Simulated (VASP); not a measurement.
# HoMoN2 (I4/mmm) in VASP: single point with PBE

Aim: the single point of HoMoN2 with PBE.

Everything below comes from runs of VASP 6.6.1. Logs are shortened: lines on timing, memory, paths and dates and some standing lists are left out, and cuts for length are marked.

### Step 1. The cell of the first run

It takes space group I4/mmm (No. 139, tetragonal). The conventional cell has a = 4.368 Å, b = 4.368 Å, c = 8.201 Å, α = 90.00°, β = 90.00°, γ = 90.00°. Within 3.1 Å of Ho (site symmetry 4/mmm) lie 2 N at 2.26 Å and 4 Mo at 3.09 Å. Mo (site symmetry 4/mmm) has 2 N at 1.84 Å within 2.4 Å. Within 2.4 Å of N (site symmetry 4mm) lie 1 Mo at 1.84 Å and 1 Ho at 2.26 Å.

The cell was generated, and may not be a known phase.

### Step 2. Single point, PBE, collinear spin

Contents of INCAR:

```
SYSTEM = HoMoN2
ALGO = Normal ; EDIFF = 1E-6
ENCUT = 600 ; GGA = PE
GGA_COMPAT = .FALSE. ; ISIF = 2
ISMEAR = 0 ; ISPIN = 2
LASPH = .TRUE. ; LCHARG = .TRUE.
LELF = .TRUE. ; LMAXMIX = 6
LORBIT = 11 ; LREAL = .FALSE.
LVHAR = .TRUE. ; LWAVE = .FALSE.
MAGMOM = 0 1 0 0 ; NBANDS = 28
NELM = 200 ; PREC = Accurate
SIGMA = 0.15
```

Contents of KPOINTS:

```
k-points
0
G
  5 5 5
  0 0 0
```

Contents of POSCAR:

```
HoMoN2
1.0
   -2.1840989038      2.1840989038      4.1004489974
    2.1840989038     -2.1840989038      4.1004489974
    2.1840989038      2.1840989038     -4.1004489974
Ho Mo N
1 1 2
Direct
    0.0000000000      0.0000000000      0.0000000000
    0.5000000000      0.5000000000      0.0000000000
    0.2760347039      0.2760347039      0.0000000000
    0.7239652961      0.7239652961      0.0000000000
```

Potentials or basis: VASP PAW PBE potentials, release 64 (Ho_3, Mo_sv, N), 4f in core.

Command:

```bash
> cat potpaw_PBE.64/Ho_3/POTCAR potpaw_PBE.64/Mo_sv/POTCAR potpaw_PBE.64/N/POTCAR > POTCAR
> mpirun -np 1 vasp_std > vasp.out
```

OUTCAR:

```text
SYSTEM = HoMoN2
   EDIFF = 1E-6
   ENCUT = 600
   GGA = PE
   ISIF = 2
   ISMEAR = 0
   ISPIN = 2
   LASPH = .TRUE.
   LORBIT = 11
   LREAL = .FALSE.
   NELM = 200
   PREC = Accurate

 ion  position               nearest neighbor table
   1  0.000  0.000  0.000-   3 2.26   4 2.26   2 3.09   2 3.09   2 3.09   2 3.09
   2  0.500  0.500  0.000-   3 1.84   4 1.84   1 3.09   1 3.09   1 3.09   1 3.09
   3  0.276  0.276  0.000-   2 1.84   1 2.26
   4  0.724  0.724  0.000-   2 1.84   1 2.26

  LATTYP: Found a body centered tetragonal cell.
 ALAT       =     4.3681978076
 C/A-ratio  =     1.8774099425

  Lattice vectors:

 A1 = (  -2.1840989038,   2.1840989038,   4.1004489974)
 A2 = (   2.1840989038,  -2.1840989038,   4.1004489974)
 A3 = (   2.1840989038,   2.1840989038,  -4.1004489974)

Analysis of symmetry for initial positions (statically):
=====================================================================
 Subroutine PRICEL returns:
 Original cell was already a primitive cell.

 Routine SETGRP: Setting up the symmetry group for a
 body centered tetragonal supercell.

 Subroutine GETGRP returns: Found 16 space group operations
 (whereof 16 operations were pure point group operations)
 out of a pool of 16 trial point group operations.

The static configuration has the point symmetry D_4h.

Analysis of symmetry for dynamics (positions and initial velocities):
=====================================================================
 Subroutine PRICEL returns:
 Original cell was already a primitive cell.

 Routine SETGRP: Setting up the symmetry group for a
 body centered tetragonal supercell.

 Subroutine GETGRP returns: Found 16 space group operations
 (whereof 16 operations were pure point group operations)
 out of a pool of 16 trial point group operations.

The dynamic configuration has the point symmetry D_4h.

Analysis of structural, dynamic, and magnetic symmetry:
=====================================================================
 Subroutine PRICEL returns:
 Original cell was already a primitive cell.

 Routine SETGRP: Setting up the symmetry group for a
 body centered tetragonal supercell.

 Subroutine GETGRP returns: Found 16 space group operations
 (whereof 16 operations were pure point group operations)
 out of a pool of 16 trial point group operations.

The overall configuration has the point symmetry D_4h.

 Subroutine INISYM returns: Found 16 space group operations
 (whereof 16 operations are pure point group operations),
 and found     1 'primitive' translations

----------------------------------------------------------------------------------------

                                     Primitive cell

  volume of cell :      78.2413

  direct lattice vectors                    reciprocal lattice vectors
    -2.184098904  2.184098904  4.100448997     0.000000000  0.228927362  0.121937866
     2.184098904 -2.184098904  4.100448997     0.228927362  0.000000000  0.121937866
     2.184098904  2.184098904 -4.100448997     0.228927362  0.228927362  0.000000000

  length of vectors
     5.133639842  5.133639842  5.133639842     0.259377293  0.259377293  0.323752180

  position of ions in fractional coordinates (direct lattice)
     0.000000000  0.000000000  0.000000000
     0.500000000  0.500000000  0.000000000
     0.276034704  0.276034704  0.000000000
     0.723965296  0.723965296  0.000000000

  ion indices of the primitive-cell ions
   primitive index   ion index
                 1           1
                 2           2
                 3           3
                 4           4

----------------------------------------------------------------------------------------

 KPOINTS: k-points

Automatic generation of k-mesh.
 Grid dimensions read from file:
 generate k-points for:    5    5    5

 Generating k-lattice:

  Cartesian coordinates                     Fractional coordinates (reciprocal lattice)
     0.000000000  0.045785472  0.024387573     0.200000000 -0.000000000  0.000000000
     0.045785472  0.000000000  0.024387573    -0.000000000  0.200000000  0.000000000
     0.045785472  0.045785472  0.000000000     0.000000000  0.000000000  0.200000000

  Length of vectors
     0.051875459  0.051875459  0.064750436

  Shift w.r.t. Gamma in fractional coordinates (k-lattice)
     0.000000000  0.000000000  0.000000000

 Subroutine IBZKPT returns following result:
 ===========================================

 Found     18 irreducible k-points:

 Following reciprocal coordinates:
            Coordinates               Weight
  0.000000  0.000000  0.000000      1.000000
  0.200000  0.000000 -0.000000      8.000000
  0.400000  0.000000 -0.000000      8.000000
  0.200000  0.200000 -0.000000      8.000000
  0.400000  0.200000 -0.000000     16.000000
 -0.400000  0.200000  0.000000     16.000000
[... 10 lines left out ...]
 -0.400000  0.400000  0.400000      4.000000
 -0.400000 -0.400000  0.400000      2.000000
   k-points           NKPTS =     18   k-points in BZ     NKDIM =     18   number of bands    NBANDS=     28
   number of dos      NEDOS =    301   number of ions     NIONS =      4
   total plane-waves  NPLWV =  74088
   dimension x,y,z NGX =    42 NGY =   42 NGZ =   42
   dimension x,y,z NGXF=    84 NGYF=   84 NGZF=   84
   ions per type =               1   1   2
   NGX,Y,Z   is equivalent  to a cutoff of  13.60, 13.60, 13.60 a.u.
   NGXF,Y,Z  is equivalent  to a cutoff of  27.20, 27.20, 27.20 a.u.
 SYSTEM =  HoMoN2
   PREC   = accura    normal or accurate (medium, high low for compatibility)
   ISTART =      0    job   : 0-new  1-cont  2-samecut
   ICHARG =      2    charge: 1-file 2-atom 10-const
   ISPIN  =      2    spin polarized calculation?
   LNONCOLLINEAR =      F non collinear calculations
   LSORBIT =      F    spin-orbit coupling
   LASPH  =      T    aspherical Exc in radial PAW
   ENCUT  =  600.0 eV  44.10 Ry    6.64 a.u.  10.25 10.25 10.25*2*pi/ulx,y,z
   NELM   =    200;   NELMIN=  2; NELMDL= -5     # of ELM steps
   EDIFF  = 0.1E-05   stopping-criterion for ELM
   LREAL  =      F    real-space projection
   EDIFFG = 0.1E-04   stopping-criterion for IOM
   NSW    =      0    number of steps for IOM
   IBRION =     -1    ionic relax: 0-MD 1-quasi-New 2-CG
   NFREE  =      0    steps in history (QN), initial steepest desc. (CG)
   ISIF   =      2    stress and relaxation
   ISYM   =      2    0-nonsym 1-usesym 2-fastsym
   POTIM  = 0.5000    time-step for ionic-motion
   TEBEG  =    0.0;   TEEND  =   0.0 temperature during run
   PSTRESS=    0.0 pullay stress
   NELECT =      33.0000    total number of electrons
   NUPDOWN=      -1.0000    fix difference up-down
   EMIN   =  10.00;   EMAX   =-10.00  energy-range for DOS
   EFERMI =   0.00;   METHOD = LEGACY
   ISMEAR =     0;   SIGMA  =   0.15  broadening in eV -4-tet -1-fermi 0-gaus
   EFERMI_NEDOS =   21; number of points for ismear=-14 and -15
   IALGO  =     38    algorithm
   IMIX   =      4    mixing-type and parameters
     AMIX     =   0.40;   BMIX     =  1.00
     AMIX_MAG =   1.60;   BMIX_MAG =  1.00
  volume/ion in A,a.u.               =      19.56       132.00
  Fermi-wavevector in a.u.,A,eV,Ry     =   1.227724  2.320062 20.508152  1.507307
  Thomas-Fermi vector in A             =   2.362677
   LORBIT       =     11    0 simple, 1 ext, 2 COOP (PROOUT), +10 PAW based schemes
   GGA     = PE    functional components
   LHFCALC =     F    Hartree Fock is set to
   AEXX    =    0.0000 exact exchange contribution
   IVDW    =     0    specifies the selected vdW correction
   LEPSILON=     F    determine dielectric tensor
   LRPA    =     F    only Hartree local field effects (RPA)
 spin polarized calculation
 Gauss-broadening in eV      SIGMA  =   0.15
  energy-cutoff  :      600.00
  volume of cell :       78.24
 maximum number of plane-waves:      2648
 NGX is ok and might be reduce to    42
   NGX = 21   NGY = 21   NGZ = 21

 number of electron      33.0000001 magnetization      -0.0005721

 number of electron      33.0000001 magnetization       0.0008298

 Free energy of the ion-electron system (eV)
  ---------------------------------------------------
  ext. energy  EPLUGINS =         0.00000000
  ---------------------------------------------------
  free energy    TOTEN  =       -28.79491746 eV

  energy without entropy =      -28.72660902  energy(sigma->0) =      -28.76076324

 E-fermi :   2.6031     XC(G=0):  -9.8808

 val. band max:        2.5954969892   @ k =  -0.4000  -0.4000   0.4000
 cond. band min:       2.6389493436   @ k =   0.2000   0.0000  -0.0000
 fundamental gap:      0.0434523544
 Fermi energy:         2.6030661190

 spin component 1

 k-point     1 :       0.0000    0.0000    0.0000
  band No.  band energies     occupation
      1     -57.7297      1.00000
      2     -32.1443      1.00000
      3     -31.8329      1.00000
      4     -31.8329      1.00000
      5     -20.4218      1.00000
      6     -20.4218      1.00000
[... 20 lines left out ...]
     27      10.3947      0.00000
[... 504 lines left out ...]
      5     -20.4243      1.00000
      6     -20.4243      1.00000
[... 20 lines left out ...]
     27      11.3595      0.00000
     28      11.3595      0.00000
 Fermi energy:         2.6030661190

 spin component 2

 k-point     1 :       0.0000    0.0000    0.0000
  band No.  band energies     occupation
      1     -57.7297      1.00000
      2     -32.1443      1.00000
      3     -31.8328      1.00000
      4     -31.8328      1.00000
      5     -20.4218      1.00000
      6     -20.4218      1.00000
[... 20 lines left out ...]
     27      10.3948      0.00000
[... 505 lines left out ...]
      6     -20.4243      1.00000
[... 20 lines left out ...]
     27      11.3596      0.00000
     28      11.3596      0.00000

------------------------ aborting loop because EDIFF is reached ----------------------------------------

  FORCE on cell =-STRESS in cart. coord.  units (eV):
  Direction    XX          YY          ZZ          XY          YZ          ZX
  --------------------------------------------------------------------------------------
  -------------------------------------------------------------------------------------
  Total       -0.0725778     -0.0725778      0.5728497      0.0000000     -0.0000000      0.0000000
  in kB       -1.4862042     -1.4862042     11.7304669      0.0000000     -0.0000000      0.0000000
  external PRESSURE =       2.9193529 kB  Pullay stress =       0.0000000 kB

 VOLUME and BASIS-vectors are now :
 -----------------------------------------------------------------------------
  energy-cutoff  :      600.00
  volume of cell :       78.24
      direct lattice vectors                 reciprocal lattice vectors
    -2.184098904  2.184098904  4.100448997     0.000000000  0.228927362  0.121937866
     2.184098904 -2.184098904  4.100448997     0.228927362  0.000000000  0.121937866
     2.184098904  2.184098904 -4.100448997     0.228927362  0.228927362  0.000000000

 POSITION                                       TOTAL-FORCE (eV/Angst)
 -----------------------------------------------------------------------------------
      0.00000      0.00000      0.00000         0.000000      0.000000     -0.000000
      0.00000      0.00000      4.10045         0.000000      0.000000      0.000000
      0.00000      0.00000      2.26373        -0.000000     -0.000000      0.016996
      0.00000      0.00000      5.93717        -0.000000     -0.000000     -0.016996
 -----------------------------------------------------------------------------------
    total drift:                               -0.000000     -0.000000      0.000000

  FREE ENERGIE OF THE ION-ELECTRON SYSTEM (eV)
  ---------------------------------------------------
  free  energy   TOTEN  =       -28.7949174594 eV

  energy  without entropy=      -28.7266090214  energy(sigma->0) =      -28.76076324

 total charge

# of ion       s       p       d       tot
------------------------------------------
    1        0.419   6.605   1.200   8.224
    2        2.389   6.226   4.036  12.651
    3        1.320   2.269   0.000   3.589
    4        1.320   2.269   0.000   3.589
--------------------------------------------------
tot          5.448  17.370   5.236  28.053

 magnetization (x)

# of ion       s       p       d       tot
------------------------------------------
    1       -0.000   0.000   0.000   0.000
    2        0.000   0.000   0.000   0.000
    3        0.000   0.000   0.000   0.000
    4        0.000   0.000   0.000   0.000
--------------------------------------------------
tot          0.000   0.001   0.000   0.001
```

Wall time 4.6 min (1 thread of AMD EPYC 7R43 (Zen 3), shared host); peak memory 0.34 GiB.

What came out:

```yaml
Free_energy: -28.7949 eV
Pressure: 0.3 GPa
Largest_force: 0.017 eV/Å
Net_moment: 0.00 μB per cell
Valence_electrons_inside_the_program's_atomic_spheres: Ho 8.22; Mo 12.65; N 3.59
```

Forces on the atoms (eV/Å):
```
Ho   0.000  0.000  0.000
Mo   0.000  0.000  0.000
N    0.000  0.000  0.017
N    0.000  0.000 -0.017
```

Stress tensor (GPa, compression positive):
```
-0.15  0.00  0.00
 0.00 -0.15  0.00
 0.00  0.00  1.17
```

Caveat: the magnetic or orbital state may not be the lowest; the moments typed at the start vanished in this run; spin-orbit coupling is left out, which moves the levels of the heavy elements; the 4f electrons are frozen in the core, so they carry no moment and show no levels. With open d or f shells a metallic result of PBE can be an artefact of self-interaction; +U or a hybrid may open a gap.
